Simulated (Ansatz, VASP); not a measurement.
# TiAl3 in VASP and in Ansatz

```
Ti Al
1.0
     3.86774    0.00000    0.00000
     0.00000    3.86774    0.00000
     0.00000    0.00000    3.86774
Ti Al
1 3
Direct
  0.00000 0.00000 0.00000
  0.50000 0.50000 0.00000
  0.50000 0.00000 0.50000
  0.00000 0.50000 0.50000
```

Alike in both runs: task single point; functional PBEsol; k mesh 10 × 10 × 10; occupations gaussian, width 0.1 eV; no spin polarisation.

```csv
,VASP,Ansatz
version,VASP 6.6.1,Ansatz 0.2.0
potentials or method,"VASP PAW PBE potentials, release 64 (Ti_sv, Al), cutoff 520 eV","scalar-relativistic, plane waves, PAW"
valence electrons in the cell,21,21
```

```csv
,VASP,Ansatz,Ansatz less VASP
gap on the k mesh at the Fermi level (eV),none,none,-
pressure (GPa),7.9,7.8,-0.05
```

VASP's potentials were made for PBE, not for PBEsol. A gap of «none» marks a metal or a gap that the smearing closes.
